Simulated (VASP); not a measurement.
Si:

```
CELL_PARAMETERS angstrom
0.00000 2.00000 2.00000
2.00000 0.00000 2.00000
2.00000 2.00000 0.00000
ATOMIC_POSITIONS crystal
Si 0.00000 0.00000 0.00000
```

This isn't the form of Si at room conditions, which is diamond.

- Program: VASP 6.6.1
- Task: relaxation of cell and atoms
- Functional: PBE
- Potentials or basis: VASP PAW PBE potentials, release 64 (Si)
- Cutoff: 500 eV
- k mesh: 17 × 17 × 17
- Occupations: fermi-dirac, width 0.1 eV
- Spin: no spin polarisation

At the start: pressure -6.4 GPa; volume 16.00 Å³/atom.

Question: How do energy, volume and symmetry change on relaxing?

Answer: Over 3 steps the energy falls by 32.2 meV/atom and the volume is 14.50 Å³/atom (-9.4 %); space group Fm-3m (No. 225, to 0.1 Å) before and after.

Step by step:
```tsv
step	energy change (eV)	largest force (eV/Å)	pressure (GPa)	volume (Å³)
1	0.0000	0.0000	-6.35	16.00
2	-0.0321	0.0000	-0.41	14.58
3	-0.0322	0.0000	-0.01	14.50
```

Final structure:
```xyz
1
Lattice="0.0000 1.9355 1.9355 1.9355 0.0000 1.9355 1.9355 1.9355 0.0000" Properties=species:S:1:pos:R:3 pbc="T T T"
Si    0.0000    0.0000    0.0000
```
